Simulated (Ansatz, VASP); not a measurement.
## One calculation of CoP3Os, two programs

The input INCAR:

```
SYSTEM = CoP3Os
  ALGO = Normal
  EDIFF = 1E-6
  EDIFFG = -0.04
  ENCUT = 600
  GGA = PE
  IBRION = 2
  ISIF = 3
  ISMEAR = 0
  LASPH = .TRUE.
  LCHARG = .FALSE.
  LREAL = .FALSE.
  LWAVE = .FALSE.
  NELM = 100
  NSW = 90
  PREC = Accurate
  SIGMA = 0.1
```

The input KPOINTS:

```
k-points
0
G
  4 6 2
  0 0 0
```

Contents of POSCAR:

```
CoP3Os
1.0
    4.5905997574      0.0000000000      0.0000000000
    0.0000000000      3.5122935227      0.0000000000
   -2.1748119289      0.0000000000      9.3604854475
Co P Os
2 6 2
Direct
    0.2139364211      0.0000000000      0.3204229980
    0.4605367474      0.0000000000      0.7463500522
    0.0611142915      0.0000000000      0.0516133693
    0.5860349856      0.0000000000      0.5187475400
    0.6946887247      0.0000000000      0.2643003107
    0.9921729975      0.0000000000      0.8096761925
    0.5682300803      0.0000000000      0.9899144319
    0.1177113375      0.0000000000      0.5339849257
    0.4072493754      0.5000000000      0.1272392192
    0.8983250389      0.5000000000      0.6377509603
```

Input for Ansatz:

```yaml
crystal:
  lattice:
    - [4.5905997574, 0.0, 0.0]
    - [0.0, 3.5122935227, 0.0]
    - [-2.1748119289, 0.0, 9.3604854475]
  atoms:
    - { symbol: Co, position: [0.2139364211, 0.0, 0.320422998] }
    - { symbol: Co, position: [0.4605367474, 0.0, 0.7463500522] }
    - { symbol: P, position: [0.0611142915, 0.0, 0.0516133693] }
    - { symbol: P, position: [0.5860349856, 0.0, 0.51874754] }
    - { symbol: P, position: [0.6946887247, 0.0, 0.2643003107] }
    - { symbol: P, position: [0.9921729975, 0.0, 0.8096761925] }
    - { symbol: P, position: [0.5682300803, 0.0, 0.9899144319] }
    - { symbol: P, position: [0.1177113375, 0.0, 0.5339849257] }
    - { symbol: Os, position: [0.4072493754, 0.5, 0.1272392192] }
    - { symbol: Os, position: [0.8983250389, 0.5, 0.6377509603] }
basis:
  ecutwfc: 420
kpoints:
  mp_grid: { grid: [4, 6, 2] }
hamiltonian:
  xc: pbe
scf:
  occupations: { method: gaussian, width: 0.1 }
  lower_state_search: "off"
output:
  forces: true
  stress: true
  eigenvalues: true
relax:
  adjacent_minimum: "off"
  f_tol: 0.04
  max_steps: 70
  cell: { stress_tol: 0.4 }
```

Change from the starting cell: the structure that the rattled cell fell into.

Alike in both runs: task relaxation of cell and atoms; functional PBE; k mesh 4 × 6 × 2; occupations gaussian, width 0.1 eV; no spin polarisation.

|  | VASP | Ansatz |
| --- | --- | --- |
| version | VASP 6.6.1 | Ansatz 0.2.0 |
| potentials or method | VASP PAW PBE potentials, release 64 (Co, P, Os), cutoff 600 eV | scalar-relativistic, plane waves, PAW |
| valence electrons in the cell | 64 | 96 |

|  | VASP | Ansatz | Ansatz less VASP |
| --- | --- | --- | --- |
| gap on the k mesh at the Fermi level, each at its own relaxed structure (eV) | none | none | - |
| relaxed volume (Å³/atom) | 15.11 | 15.09 | -0.023 |
| relaxed cell length with the largest relative difference (Å) | 3.515 | 3.511 | -0.0043 |

A gap of «none» marks a metal or a gap that the smearing closes. VASP's potentials hold 64 valence electrons a cell and Ansatz's 96, so a difference there can come from the potentials and not from the codes.

Neither program's run includes spin-orbit coupling.
